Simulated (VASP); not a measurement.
Input of a VASP 6.6.1 run:

INCAR

```
ALGO     = Normal         # electronic algorithm
EDIFF    = 1E-7           # SCF threshold, eV
ENCUT    = 520            # plane-wave cutoff, eV
GGA      = PE             # functional
ISIF     = 2              # what is computed and relaxed
ISMEAR   = 0              # smearing method
LASPH    = T              # aspherical terms in the spheres
LCHARG   = T              # write CHGCAR
LELF     = T              # ELF
LREAL    = F              # projectors in reciprocal space
LVHAR    = T            
LWAVE    = F              # write WAVECAR
NBANDS   = 36             # bands
NELM     = 100            # most SCF steps
PREC     = Accurate       # precision mode
SIGMA    = 0.05           # smearing width, eV
```

KPOINTS

```
k-points
0
Gamma
  8 8 8
```

File POSCAR:

```
CoSi
1.0
    4.4307862985      0.0000000000      0.0000000000
    0.0000000000      4.4307862985      0.0000000000
    0.0000000000      0.0000000000      4.4307862985
Co Si
4 4
Direct
    0.1450295574      0.1450295574      0.1450295574
    0.3549704426      0.8549704426      0.6450295574
    0.6450295574      0.3549704426      0.8549704426
    0.8549704426      0.6450295574      0.3549704426
    0.8431660435      0.8431660435      0.8431660435
    0.6568339565      0.1568339565      0.3431660435
    0.3431660435      0.6568339565      0.1568339565
    0.1568339565      0.3431660435      0.6568339565
```

Potentials or basis: VASP PAW PBE potentials, release 64 (Co, Si).

Run with:

```console
$ cat potpaw_PBE.64/Co/POTCAR potpaw_PBE.64/Si/POTCAR > POTCAR
$ mpirun -np 1 vasp_std > vasp.out
```

(1) What does it give for the pressure?

(2) What does it give for the largest force?

(3) Predict the band gap on the k mesh.

## Answers

(1) -0.1 GPa.

(2) 0.004 eV/Å.

(3) zero (band 26 reaches 12.10 eV, above the bottom of band 27 at 11.89 eV).
